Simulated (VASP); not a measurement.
# EuSc (Pm-3m) in VASP: single point with PBE

Aim: the single point of EuSc with PBE.

All numbers are computed with VASP 6.6.1; they aren't measurements. Logs are shortened: lines on timing, memory, paths and dates and some standing lists are left out, and cuts for length are marked.

### 1 The cell of the first run

The structure is cubic, space group Pm-3m (No. 221). The conventional cell has a = 3.846 Å, b = 3.846 Å, c = 3.846 Å, α = 90.00°, β = 90.00°, γ = 90.00°. Within 4.4 Å of Eu (site symmetry m-3m) lie 8 Sc at 3.33 Å and 6 Eu at 3.85 Å. Within 4.4 Å of Sc (site symmetry m-3m) lie 8 Eu at 3.33 Å and 6 Sc at 3.85 Å.

The cell was generated, and may not be a known phase.

### 2 Single point, PBE, collinear spin, ferromagnetic start

INCAR

```
PREC = Accurate
ENCUT = 520
EDIFF = 1E-6
ISMEAR = 0
SIGMA = 0.1
LREAL = False
LASPH = True
NELM = 150
ALGO = Normal
ISIF = 2
LWAVE = False
LCHARG = False
ISPIN = 2
MAGMOM = 7 0
LORBIT = 11
LMAXMIX = 6
GGA = PE
NBANDS = 25
```

KPOINTS

```
Automatic mesh
0
Gamma
  4 4 4
```

POSCAR

```
EuSc
1.0
    3.8457688700      0.0000000000      0.0000000000
    0.0000000000      3.8457688700      0.0000000000
    0.0000000000      0.0000000000      3.8457688700
Eu Sc
1 1
Direct
    0.0000000000      0.0000000000      0.0000000000
    0.5000000000      0.5000000000      0.5000000000
```

Potentials or basis: VASP PAW PBE potentials, release 64 (Eu, Sc_sv).

Run with:

```console
$ cat potpaw_PBE.64/Eu/POTCAR potpaw_PBE.64/Sc_sv/POTCAR > POTCAR
$ mpirun -np 1 vasp_std > vasp.out
```

OUTCAR:

```text
PREC = Accurate
   ENCUT = 520
   EDIFF = 1E-6
   ISMEAR = 0
   LREAL = False
   LASPH = True
   NELM = 150
   ISIF = 2
   ISPIN = 2
   LORBIT = 11
   GGA = PE

 ion  position               nearest neighbor table
   1  0.000  0.000  0.000-   2 3.33   2 3.33   2 3.33   2 3.33   2 3.33   2 3.33   2 3.33   2 3.33

   2  0.500  0.500  0.500-   1 3.33   1 3.33   1 3.33   1 3.33   1 3.33   1 3.33   1 3.33   1 3.33

  LATTYP: Found a simple cubic cell.
 ALAT       =     3.8457688700

  Lattice vectors:

 A1 = (   3.8457688700,   0.0000000000,   0.0000000000)
 A2 = (   0.0000000000,   3.8457688700,   0.0000000000)
 A3 = (   0.0000000000,   0.0000000000,   3.8457688700)

Analysis of symmetry for initial positions (statically):
=====================================================================
 Subroutine PRICEL returns:
 Original cell was already a primitive cell.

 Routine SETGRP: Setting up the symmetry group for a
 simple cubic supercell.

 Subroutine GETGRP returns: Found 48 space group operations
 (whereof 48 operations were pure point group operations)
 out of a pool of 48 trial point group operations.

The static configuration has the point symmetry O_h .

Analysis of symmetry for dynamics (positions and initial velocities):
=====================================================================
 Subroutine PRICEL returns:
 Original cell was already a primitive cell.

 Routine SETGRP: Setting up the symmetry group for a
 simple cubic supercell.

 Subroutine GETGRP returns: Found 48 space group operations
 (whereof 48 operations were pure point group operations)
 out of a pool of 48 trial point group operations.

The dynamic configuration has the point symmetry O_h .

Analysis of structural, dynamic, and magnetic symmetry:
=====================================================================
 Subroutine PRICEL returns:
 Original cell was already a primitive cell.

 Routine SETGRP: Setting up the symmetry group for a
 simple cubic supercell.

 Subroutine GETGRP returns: Found 48 space group operations
 (whereof 48 operations were pure point group operations)
 out of a pool of 48 trial point group operations.

The overall configuration has the point symmetry O_h .

 Subroutine INISYM returns: Found 48 space group operations
 (whereof 48 operations are pure point group operations),
 and found     1 'primitive' translations

----------------------------------------------------------------------------------------

                                     Primitive cell

  volume of cell :      56.8787

  direct lattice vectors                    reciprocal lattice vectors
     3.845768870  0.000000000  0.000000000     0.260026027  0.000000000  0.000000000
     0.000000000  3.845768870  0.000000000     0.000000000  0.260026027  0.000000000
     0.000000000  0.000000000  3.845768870     0.000000000  0.000000000  0.260026027

  length of vectors
     3.845768870  3.845768870  3.845768870     0.260026027  0.260026027  0.260026027

  position of ions in fractional coordinates (direct lattice)
     0.000000000  0.000000000  0.000000000
     0.500000000  0.500000000  0.500000000

  ion indices of the primitive-cell ions
   primitive index   ion index
                 1           1
                 2           2

----------------------------------------------------------------------------------------

 KPOINTS: Automatic mesh

Automatic generation of k-mesh.
 Grid dimensions read from file:
 generate k-points for:    4    4    4

 Generating k-lattice:

  Cartesian coordinates                     Fractional coordinates (reciprocal lattice)
     0.065006507  0.000000000  0.000000000     0.250000000  0.000000000  0.000000000
     0.000000000  0.065006507  0.000000000     0.000000000  0.250000000  0.000000000
     0.000000000  0.000000000  0.065006507     0.000000000  0.000000000  0.250000000

  Length of vectors
     0.065006507  0.065006507  0.065006507

  Shift w.r.t. Gamma in fractional coordinates (k-lattice)
     0.000000000  0.000000000  0.000000000

 Subroutine IBZKPT returns following result:
 ===========================================

 Found     10 irreducible k-points:

 Following reciprocal coordinates:
            Coordinates               Weight
  0.000000  0.000000  0.000000      1.000000
  0.250000  0.000000  0.000000      6.000000
  0.500000  0.000000  0.000000      3.000000
  0.250000  0.250000  0.000000     12.000000
  0.500000  0.250000  0.000000     12.000000
  0.500000  0.500000  0.000000      3.000000
  0.250000  0.250000  0.250000      8.000000
  0.500000  0.250000  0.250000     12.000000
  0.500000  0.500000  0.250000      6.000000
  0.500000  0.500000  0.500000      1.000000
   k-points           NKPTS =     10   k-points in BZ     NKDIM =     10   number of bands    NBANDS=     25
   number of dos      NEDOS =    301   number of ions     NIONS =      2
   total plane-waves  NPLWV =  27000
   dimension x,y,z NGX =    30 NGY =   30 NGZ =   30
   dimension x,y,z NGXF=    60 NGYF=   60 NGZF=   60
   ions per type =               1   1
   NGX,Y,Z   is equivalent  to a cutoff of  12.97, 12.97, 12.97 a.u.
   NGXF,Y,Z  is equivalent  to a cutoff of  25.94, 25.94, 25.94 a.u.
 SYSTEM =  unknown system
   PREC   = accura    normal or accurate (medium, high low for compatibility)
   ISTART =      0    job   : 0-new  1-cont  2-samecut
   ICHARG =      2    charge: 1-file 2-atom 10-const
   ISPIN  =      2    spin polarized calculation?
   LNONCOLLINEAR =      F non collinear calculations
   LSORBIT =      F    spin-orbit coupling
   LASPH  =      T    aspherical Exc in radial PAW
   ENCUT  =  520.0 eV  38.22 Ry    6.18 a.u.   7.15  7.15  7.15*2*pi/ulx,y,z
   NELM   =    150;   NELMIN=  2; NELMDL= -5     # of ELM steps
   EDIFF  = 0.1E-05   stopping-criterion for ELM
   LREAL  =      F    real-space projection
   EDIFFG = 0.1E-04   stopping-criterion for IOM
   NSW    =      0    number of steps for IOM
   IBRION =     -1    ionic relax: 0-MD 1-quasi-New 2-CG
   NFREE  =      0    steps in history (QN), initial steepest desc. (CG)
   ISIF   =      2    stress and relaxation
   ISYM   =      2    0-nonsym 1-usesym 2-fastsym
   POTIM  = 0.5000    time-step for ionic-motion
   TEBEG  =    0.0;   TEEND  =   0.0 temperature during run
   PSTRESS=    0.0 pullay stress
   NELECT =      28.0000    total number of electrons
   NUPDOWN=      -1.0000    fix difference up-down
   EMIN   =  10.00;   EMAX   =-10.00  energy-range for DOS
   EFERMI =   0.00;   METHOD = LEGACY
   ISMEAR =     0;   SIGMA  =   0.10  broadening in eV -4-tet -1-fermi 0-gaus
   EFERMI_NEDOS =   21; number of points for ismear=-14 and -15
   IALGO  =     38    algorithm
   IMIX   =      4    mixing-type and parameters
     AMIX     =   0.40;   BMIX     =  1.00
     AMIX_MAG =   1.60;   BMIX_MAG =  1.00
  volume/ion in A,a.u.               =      28.44       191.92
  Fermi-wavevector in a.u.,A,eV,Ry     =   1.292640  2.442736 22.734229  1.670919
  Thomas-Fermi vector in A             =   2.424336
   LORBIT       =     11    0 simple, 1 ext, 2 COOP (PROOUT), +10 PAW based schemes
   GGA     = PE    functional components
   LHFCALC =     F    Hartree Fock is set to
   AEXX    =    0.0000 exact exchange contribution
   IVDW    =     0    specifies the selected vdW correction
   LEPSILON=     F    determine dielectric tensor
   LRPA    =     F    only Hartree local field effects (RPA)
 spin polarized calculation
 Gauss-broadening in eV      SIGMA  =   0.10
  energy-cutoff  :      520.00
  volume of cell :       56.88
 maximum number of plane-waves:      1568
 NGX is ok and might be reduce to    30
   NGX = 15   NGY = 15   NGZ = 15

 number of electron      28.0000005 magnetization       7.1689288

 Free energy of the ion-electron system (eV)
  ---------------------------------------------------
  ext. energy  EPLUGINS =         0.00000000
  ---------------------------------------------------
  free energy    TOTEN  =       -17.26900140 eV

  energy without entropy =      -17.23862631  energy(sigma->0) =      -17.25381385

 E-fermi :   3.3698     XC(G=0):  -9.9474

 val. band max:        3.3529736276   @ k =   0.2500   0.2500   0.2500
 cond. band min:       3.4101338508   @ k =   0.5000   0.2500   0.2500
 fundamental gap:      0.0571602232
 Fermi energy:         3.3697732587

 spin component 1

 k-point     1 :       0.0000    0.0000    0.0000
  band No.  band energies     occupation
      1     -46.4516      1.00000
      2     -37.8377      1.00000
      3     -25.0701      1.00000
      4     -25.0701      1.00000
      5     -25.0701      1.00000
      6     -16.4448      1.00000
[... 17 lines left out ...]
     24       8.9919      0.00000
     25       8.9919      0.00000

 k-point     2 :       0.2500    0.0000    0.0000
  band No.  band energies     occupation
      1     -46.4503      1.00000
      2     -37.8316      1.00000
      3     -25.0882      1.00000
      4     -25.0672      1.00000
      5     -25.0672      1.00000
      6     -16.6018      1.00000
[... 17 lines left out ...]
     24       6.7874      0.00000
     25       6.7874      0.00000

 k-point     3 :       0.5000    0.0000    0.0000
  band No.  band energies     occupation
      1     -46.4490      1.00000
      2     -37.8253      1.00000
      3     -25.1063      1.00000
      4     -25.0644      1.00000
      5     -25.0644      1.00000
      6     -16.7527      1.00000
[... 160 lines left out ...]
 k-point     9 :       0.5000    0.5000    0.2500
  band No.  band energies     occupation
      1     -46.4456      1.00000
      2     -37.8048      1.00000
      3     -25.1055      1.00000
      4     -25.1055      1.00000
      5     -25.0809      1.00000
      6     -16.6856      1.00000
[... 17 lines left out ...]
     24       7.8014      0.00000
     25       9.5172      0.00000

 k-point    10 :       0.5000    0.5000    0.5000
  band No.  band energies     occupation
      1     -46.4444      1.00000
      2     -37.7982      1.00000
      3     -25.1012      1.00000
      4     -25.1012      1.00000
      5     -25.1012      1.00000
      6     -16.6793      1.00000
[... 17 lines left out ...]
     24       8.4171      0.00000
     25       9.6063      0.00000
 Fermi energy:         3.3697732587

 spin component 2

 k-point     1 :       0.0000    0.0000    0.0000
  band No.  band energies     occupation
      1     -46.3973      1.00000
      2     -34.7941      1.00000
      3     -25.0146      1.00000
      4     -25.0146      1.00000
      5     -25.0146      1.00000
      6     -14.2205      1.00000
[... 17 lines left out ...]
     24      10.0039      0.00000
     25      10.0039      0.00000

 k-point     2 :       0.2500    0.0000    0.0000
  band No.  band energies     occupation
      1     -46.3960      1.00000
      2     -34.7860      1.00000
      3     -25.0324      1.00000
      4     -25.0121      1.00000
      5     -25.0121      1.00000
      6     -14.4213      1.00000
[... 17 lines left out ...]
     24       8.2079      0.00000
     25       8.2079      0.00000

 k-point     3 :       0.5000    0.0000    0.0000
  band No.  band energies     occupation
      1     -46.3948      1.00000
      2     -34.7779      1.00000
      3     -25.0501      1.00000
      4     -25.0096      1.00000
      5     -25.0096      1.00000
      6     -14.6118      1.00000
[... 160 lines left out ...]
 k-point     9 :       0.5000    0.5000    0.2500
  band No.  band energies     occupation
      1     -46.3913      1.00000
      2     -34.7509      1.00000
      3     -25.0498      1.00000
      4     -25.0498      1.00000
      5     -25.0260      1.00000
      6     -14.5222      1.00000
[... 17 lines left out ...]
     24       8.6992      0.00000
     25      10.6526      0.00000

 k-point    10 :       0.5000    0.5000    0.5000
  band No.  band energies     occupation
      1     -46.3902      1.00000
      2     -34.7423      1.00000
      3     -25.0462      1.00000
      4     -25.0462      1.00000
      5     -25.0462      1.00000
      6     -14.5120      1.00000
[... 17 lines left out ...]
     24       9.5386      0.00000
     25      10.9118      0.00000

------------------------ aborting loop because EDIFF is reached ----------------------------------------

  FORCE on cell =-STRESS in cart. coord.  units (eV):
  Direction    XX          YY          ZZ          XY          YZ          ZX
  --------------------------------------------------------------------------------------
  -------------------------------------------------------------------------------------
  Total        1.0695925      1.0695925      1.0695925     -0.0000000      0.0000000     -0.0000000
  in kB       30.1286293     30.1286293     30.1286293     -0.0000000      0.0000000     -0.0000000
  external PRESSURE =      30.1286293 kB  Pullay stress =       0.0000000 kB

 VOLUME and BASIS-vectors are now :
 -----------------------------------------------------------------------------
  energy-cutoff  :      520.00
  volume of cell :       56.88
      direct lattice vectors                 reciprocal lattice vectors
     3.845768870  0.000000000  0.000000000     0.260026027  0.000000000  0.000000000
     0.000000000  3.845768870  0.000000000     0.000000000  0.260026027  0.000000000
     0.000000000  0.000000000  3.845768870     0.000000000  0.000000000  0.260026027

 POSITION                                       TOTAL-FORCE (eV/Angst)
 -----------------------------------------------------------------------------------
      0.00000      0.00000      0.00000         0.000000      0.000000      0.000000
      1.92288      1.92288      1.92288         0.000000      0.000000      0.000000
 -----------------------------------------------------------------------------------
    total drift:                                0.000000      0.000000      0.000000

  FREE ENERGIE OF THE ION-ELECTRON SYSTEM (eV)
  ---------------------------------------------------
  free  energy   TOTEN  =       -17.2690014024 eV

  energy  without entropy=      -17.2386263067  energy(sigma->0) =      -17.25381385

 total charge

# of ion       s       p       d       f       tot
--------------------------------------------------
    1        2.094   5.691   0.480   6.510  14.775
    2        2.290   6.080   0.989   0.000   9.359
--------------------------------------------------
tot          4.383  11.771   1.470   6.510  24.134

 magnetization (x)

# of ion       s       p       d       f       tot
--------------------------------------------------
    1       -0.002  -0.093   0.137   6.494   6.536
    2       -0.003   0.022   0.058   0.000   0.078
--------------------------------------------------
tot         -0.004  -0.071   0.196   6.494   6.614
```

Run time: 69 s. Hardware: 1 thread of Intel Xeon Platinum 8259CL at 2.50GHz (Skylake/Cascade Lake), shared host; peak memory 0.21 GiB.

Results:

* Free energy: -17.2690 eV
* Pressure: 3.0 GPa
* Net moment: 7.17 μB per cell
* Site moments: Eu +6.54; Sc +0.08 μB
* Valence electrons inside the program's atomic spheres: Eu 14.78; Sc 9.36

Caveat: the k points lie up to 0.41 Å⁻¹ apart; spin-orbit coupling is left out, which moves the levels of the heavy elements; semilocal functionals describe open f shells poorly, which spoils levels, moments and volumes. The state reached can hang on the start; a lower one may exist.
